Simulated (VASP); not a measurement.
# Rh (Fm-3m) in VASP: density of states with PBE

Aim: the density of states of Rh with PBE.

All numbers are computed with VASP 6.6.1; they aren't measurements. Logs are shortened: lines on timing, memory, paths and dates and some standing lists are left out, and cuts for length are marked.

**1. The cell of the first run**

It takes space group Fm-3m (No. 225, cubic). Conventional cell: a = 3.830 Å, b = 3.830 Å, c = 3.830 Å, α = 90.00°, β = 90.00°, γ = 90.00°. Rh (site symmetry m-3m) has 12 Rh at 2.71 Å within 3.6 Å.

**2. Density of states, PBE**

POSCAR

```
Rh
1.0
    0.0000000000      1.9148393772      1.9148393772
    1.9148393772      0.0000000000      1.9148393772
    1.9148393772      1.9148393772      0.0000000000
Rh
1
Direct
    0.0000000000      0.0000000000      0.0000000000
```

INCAR.step1

```
PREC     = Accurate       # precision mode
ENCUT    = 520            # plane-wave cutoff, eV
EDIFF    = 1E-6           # SCF threshold, eV
ISMEAR   = 0              # smearing method
SIGMA    = 0.05           # smearing width, eV
LREAL    = F              # projectors in reciprocal space
LASPH    = T              # aspherical terms in the spheres
NELM     = 80             # most SCF steps
ALGO     = Fast           # electronic algorithm
ISIF     = 2              # what is computed and relaxed
LWAVE    = F              # write WAVECAR
LCHARG   = T              # write CHGCAR
LMAXMIX  = 4              # l up to which the mixer works
GGA      = PE             # functional
NBANDS   = 14             # bands
```

KPOINTS.step1

```
regular mesh
0
Gamma
  18 18 18
```

INCAR.step2

```
PREC     = Accurate       # precision mode
ENCUT    = 520            # plane-wave cutoff, eV
EDIFF    = 1E-6           # SCF threshold, eV
ISMEAR   = -5             # smearing method
SIGMA    = 0.05           # smearing width, eV
LREAL    = F              # projectors in reciprocal space
LASPH    = T              # aspherical terms in the spheres
NELM     = 80             # most SCF steps
ALGO     = Fast           # electronic algorithm
ISIF     = 2              # what is computed and relaxed
LWAVE    = F              # write WAVECAR
LCHARG   = F              # write CHGCAR
LMAXMIX  = 4              # l up to which the mixer works
GGA      = PE             # functional
LORBIT   = 11             # projections on sites
NBANDS   = 14             # bands
NEDOS    = 1001           # points of the DOS
ICHARG   = 11             # starting density
```

KPOINTS.step2

```
regular mesh
0
Gamma
  27 27 27
```

Potentials or basis: VASP PAW PBE potentials, release 64 (Rh_pv).

Run with:

```bash
cat potpaw_PBE.64/Rh_pv/POTCAR > POTCAR
cp INCAR.step1 INCAR
cp KPOINTS.step1 KPOINTS
mpirun -np 1 vasp_std > vasp.out
cp INCAR.step2 INCAR
cp KPOINTS.step2 KPOINTS
mpirun -np 1 vasp_std > vasp.out
```

OUTCAR:

```text
PREC = Accurate
   ENCUT = 520
   EDIFF = 1E-6
   ISMEAR = -5
   LREAL = F
   LASPH = T
   NELM = 80
   ISIF = 2
   GGA = PE
   LORBIT = 11
   ICHARG = 11

 ion  position               nearest neighbor table
   1  0.000  0.000  0.000-

  LATTYP: Found a face centered cubic cell.
 ALAT       =     3.8296787544

  Lattice vectors:

 A1 = (   0.0000000000,   1.9148393772,   1.9148393772)
 A2 = (   1.9148393772,   0.0000000000,   1.9148393772)
 A3 = (   1.9148393772,   1.9148393772,   0.0000000000)

Analysis of symmetry for initial positions (statically):
=====================================================================
 Subroutine PRICEL returns:
 Original cell was already a primitive cell.

 Routine SETGRP: Setting up the symmetry group for a
 face centered cubic supercell.

 Subroutine GETGRP returns: Found 48 space group operations
 (whereof 48 operations were pure point group operations)
 out of a pool of 48 trial point group operations.

The static configuration has the point symmetry O_h .

Analysis of symmetry for dynamics (positions and initial velocities):
=====================================================================
 Subroutine PRICEL returns:
 Original cell was already a primitive cell.

 Routine SETGRP: Setting up the symmetry group for a
 face centered cubic supercell.

 Subroutine GETGRP returns: Found 48 space group operations
 (whereof 48 operations were pure point group operations)
 out of a pool of 48 trial point group operations.

The dynamic configuration has the point symmetry O_h .

 Subroutine INISYM returns: Found 48 space group operations
 (whereof 48 operations are pure point group operations),
 and found     1 'primitive' translations

----------------------------------------------------------------------------------------

                                     Primitive cell

  volume of cell :      14.0419

  direct lattice vectors                    reciprocal lattice vectors
     0.000000000  1.914839377  1.914839377    -0.261118507  0.261118507  0.261118507
     1.914839377  0.000000000  1.914839377     0.261118507 -0.261118507  0.261118507
     1.914839377  1.914839377  0.000000000     0.261118507  0.261118507 -0.261118507

  length of vectors
     2.707991817  2.707991817  2.707991817     0.452270522  0.452270522  0.452270522

  position of ions in fractional coordinates (direct lattice)
     0.000000000  0.000000000  0.000000000

  ion indices of the primitive-cell ions
   primitive index   ion index
                 1           1

----------------------------------------------------------------------------------------

 KPOINTS: regular mesh

Automatic generation of k-mesh.
 Grid dimensions read from file:
 generate k-points for:   27   27   27

 Generating k-lattice:

  Cartesian coordinates                     Fractional coordinates (reciprocal lattice)
    -0.009671056  0.009671056  0.009671056     0.037037037  0.000000000  0.000000000
     0.009671056 -0.009671056  0.009671056     0.000000000  0.037037037  0.000000000
     0.009671056  0.009671056 -0.009671056     0.000000000  0.000000000  0.037037037

  Length of vectors
     0.016750760  0.016750760  0.016750760

  Shift w.r.t. Gamma in fractional coordinates (k-lattice)
     0.000000000  0.000000000  0.000000000

 TETIRR: Found   2653 inequivalent tetrahedra from   118098

 Subroutine IBZKPT returns following result:
 ===========================================

 Found    560 irreducible k-points:

 Following reciprocal coordinates:
            Coordinates               Weight
  0.000000  0.000000  0.000000      1.000000
  0.037037  0.000000  0.000000      8.000000
  0.074074  0.000000  0.000000      8.000000
  0.111111  0.000000  0.000000      8.000000
  0.148148  0.000000  0.000000      8.000000
  0.185185  0.000000  0.000000      8.000000
[... 16 lines left out ...]
  0.333333  0.037037  0.000000     24.000000
  0.370370  0.037037  0.000000     24.000000
 [... further k-points ...]
   k-points           NKPTS =    560   k-points in BZ     NKDIM =    560   number of bands    NBANDS=     14
   number of dos      NEDOS =   1001   number of ions     NIONS =      1
   total plane-waves  NPLWV =   8000
   dimension x,y,z NGX =    20 NGY =   20 NGZ =   20
   dimension x,y,z NGXF=    40 NGYF=   40 NGZF=   40
   ions per type =               1
   NGX,Y,Z   is equivalent  to a cutoff of  12.28, 12.28, 12.28 a.u.
   NGXF,Y,Z  is equivalent  to a cutoff of  24.56, 24.56, 24.56 a.u.
 SYSTEM =  unknown system
   PREC   = accura    normal or accurate (medium, high low for compatibility)
   ISTART =      0    job   : 0-new  1-cont  2-samecut
   ICHARG =     11    charge: 1-file 2-atom 10-const
   ISPIN  =      1    spin polarized calculation?
   LNONCOLLINEAR =      F non collinear calculations
   LSORBIT =      F    spin-orbit coupling
   LASPH  =      T    aspherical Exc in radial PAW
   ENCUT  =  520.0 eV  38.22 Ry    6.18 a.u.   5.04  5.04  5.04*2*pi/ulx,y,z
   NELM   =     80;   NELMIN=  2; NELMDL=  0     # of ELM steps
   EDIFF  = 0.1E-05   stopping-criterion for ELM
   LREAL  =      F    real-space projection
   EDIFFG = 0.1E-04   stopping-criterion for IOM
   NSW    =      0    number of steps for IOM
   IBRION =     -1    ionic relax: 0-MD 1-quasi-New 2-CG
   NFREE  =      0    steps in history (QN), initial steepest desc. (CG)
   ISIF   =      2    stress and relaxation
   ISYM   =      2    0-nonsym 1-usesym 2-fastsym
   POTIM  = 0.5000    time-step for ionic-motion
   TEBEG  =    0.0;   TEEND  =   0.0 temperature during run
   PSTRESS=    0.0 pullay stress
   NELECT =      15.0000    total number of electrons
   NUPDOWN=      -1.0000    fix difference up-down
   EMIN   =  10.00;   EMAX   =-10.00  energy-range for DOS
   EFERMI =   0.00;   METHOD = LEGACY
   ISMEAR =    -5;   SIGMA  =   0.05  broadening in eV -4-tet -1-fermi 0-gaus
   EFERMI_NEDOS =   21; number of points for ismear=-14 and -15
   IALGO  =     68    algorithm
   IMIX   =      4    mixing-type and parameters
     AMIX     =   0.40;   BMIX     =  1.00
     AMIX_MAG =   1.60;   BMIX_MAG =  1.00
  volume/ion in A,a.u.               =      14.04        94.76
  Fermi-wavevector in a.u.,A,eV,Ry     =   1.673515  3.162484 38.105183  2.800652
  Thomas-Fermi vector in A             =   2.758473
   LORBIT       =     11    0 simple, 1 ext, 2 COOP (PROOUT), +10 PAW based schemes
   GGA     = PE    functional components
   LHFCALC =     F    Hartree Fock is set to
   AEXX    =    0.0000 exact exchange contribution
   IVDW    =     0    specifies the selected vdW correction
   LEPSILON=     F    determine dielectric tensor
   LRPA    =     F    only Hartree local field effects (RPA)
 non-spin polarized calculation
 RMM-DIIS sequential band-by-band and
 Fermi weights with tetrahedron method with Bloechl corrections
  energy-cutoff  :      520.00
  volume of cell :       14.04
 maximum number of plane-waves:       388

 number of electron      15.0000003 magnetization

 Free energy of the ion-electron system (eV)
  ---------------------------------------------------
  ext. energy  EPLUGINS =         0.00000000
  ---------------------------------------------------
  free energy    TOTEN  =        -7.25837668 eV

  energy without entropy =       -7.25837668  energy(sigma->0) =       -7.25837668

 E-fermi :  11.5140     XC(G=0): -13.8968

 val. band max:       11.5754309515   @ k =   0.3704   0.3704   0.0000
 cond. band min:      11.4929835884   @ k =   0.3333   0.1111   0.0000
 fundamental gap:     -0.0824473630
 Fermi energy:        11.5139512523

 k-point     1 :       0.0000    0.0000    0.0000
  band No.  band energies     occupation
      1     -34.8293      2.00000
      2     -34.8293      2.00000
      3     -34.8293      2.00000
      4       3.7166      2.00000
      5       8.5384      2.00000
      6       8.5384      2.00000
      7       8.5384      2.00000
      8      10.5544      2.00000
      9      10.5544      2.00000
     10      27.5299      0.00000
     11      32.1014      0.00000
     12      32.8707      0.00000
     13      32.8707      0.00000
     14      32.8707      0.00000

 k-point     2 :       0.0370    0.0000    0.0000
  band No.  band energies     occupation
      1     -34.8388      2.00000
      2     -34.8306      2.00000
      3     -34.8306      2.00000
      4       3.7712      2.00000
      5       8.5141      2.00000
      6       8.5598      2.00000
      7       8.5598      2.00000
      8      10.5422      2.00000
      9      10.5422      2.00000
     10      27.6082      0.00000
     11      32.1000      0.00000
     12      32.5363      0.00000
     13      32.9489      0.00000
     14      32.9489      0.00000

 k-point     3 :       0.0741    0.0000    0.0000
  band No.  band energies     occupation
      1     -34.8666      2.00000
      2     -34.8344      2.00000
      3     -34.8344      2.00000
      4       3.9321      2.00000
      5       8.4463      2.00000
      6       8.6206      2.00000
      7       8.6206      2.00000
      8      10.5100      2.00000
      9      10.5100      2.00000
     10      27.8318      0.00000
     11      31.7237      0.00000
     12      32.1033      0.00000
     13      33.1801      0.00000
     14      33.1801      0.00000
[... 324 lines left out ...]
 k-point    23 :       0.3333    0.0370    0.0000
  band No.  band energies     occupation
      1     -35.3195      2.00000
      2     -34.9053      2.00000
      3     -34.8964      2.00000
      4       5.7642      2.00000
      5       8.7103      2.00000
      6       8.7937      2.00000
      7       9.2370      2.00000
      8      11.1651      2.02820
      9      11.3602      1.73141
     10      24.1855      0.00000
     11      28.3801      0.00000
     12      32.1010      0.00000
     13      34.2116      0.00000
     14      35.4281      0.00000

 k-point    24 :       0.3704    0.0370    0.0000
  band No.  band energies     occupation
      1     -35.3844      2.00000
      2     -34.9137      2.00000
      3     -34.9068      2.00000
      4       5.7490      2.00000
      5       8.6152      2.00000
      6       8.7043      2.00000
      7       9.8968      2.00000
      8      11.5392      1.10217
      9      11.6113      0.08255
     10      22.9598      0.00000
     11      27.9438      0.00000
     12      32.1011      0.00000
     13      33.6200      0.00000
     14      34.5133      0.00000

 [... further k-points ...]
[... 5 lines left out ...]
  --------------------------------------------------------------------------------------
  -------------------------------------------------------------------------------------
  Total        0.0063669      0.0063669      0.0063669     -0.0000000      0.0000000     -0.0000000
  in kB        0.7264631      0.7264631      0.7264631     -0.0000000      0.0000000     -0.0000000
  external PRESSURE =       0.7264631 kB  Pullay stress =       0.0000000 kB

 VOLUME and BASIS-vectors are now :
 -----------------------------------------------------------------------------
  energy-cutoff  :      520.00
  volume of cell :       14.04
      direct lattice vectors                 reciprocal lattice vectors
     0.000000000  1.914839377  1.914839377    -0.261118507  0.261118507  0.261118507
     1.914839377  0.000000000  1.914839377     0.261118507 -0.261118507  0.261118507
     1.914839377  1.914839377  0.000000000     0.261118507  0.261118507 -0.261118507

 POSITION                                       TOTAL-FORCE (eV/Angst)
 -----------------------------------------------------------------------------------
      0.00000      0.00000      0.00000         0.000000     -0.000000      0.000000
 -----------------------------------------------------------------------------------
    total drift:                               -0.000000      0.000000      0.000000

  FREE ENERGIE OF THE ION-ELECTRON SYSTEM (eV)
  ---------------------------------------------------
  free  energy   TOTEN  =        -7.2583766821 eV

  energy  without entropy=       -7.2583766821  energy(sigma->0) =       -7.25837668

 total charge

# of ion       s       p       d       tot
------------------------------------------
    1        0.404   6.288   7.057  13.749
```

It took 77 s on 1 thread of Intel Xeon Platinum 8259CL at 2.50GHz (Skylake/Cascade Lake), shared host; peak memory 0.21 GiB.

Results:

```
Valence electrons inside the program's atomic spheres : Rh 13.75
```

Caveat: tetrahedron occupations give inexact forces and stress in metals.
